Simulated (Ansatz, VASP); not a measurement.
**One calculation of K, two programs**

```
K
1.0
     0.00000    4.81044    4.81044
     4.81044    0.00000    4.81044
     4.81044    4.81044    0.00000
K
2
Direct
  0.50000 0.50000 0.50000
  0.75000 0.75000 0.75000
```

Alike in both runs: functional PBE; k mesh 12 × 12 × 12; occupations gaussian, width 0.1 eV; no spin polarisation.

Ansatz relaxed the structure, and its values are those at the end. VASP's run is a single point on that final structure, the one shown.

```csv
,VASP,Ansatz
version,VASP 6.6.1,Ansatz 0.2.0
potentials or method,"VASP PAW PBE potentials, release 64 (K_sv), cutoff 520 eV","scalar-relativistic, plane waves, PAW"
valence electrons in the cell,18,18
```

|  | VASP | Ansatz | Ansatz less VASP |
| --- | --- | --- | --- |
| gap on the k mesh at the Fermi level (eV) | none | none | - |
| pressure (GPa) | 0.0 | 0.0 | +0.01 |

A gap of «none» marks a metal or a gap that the smearing closes.
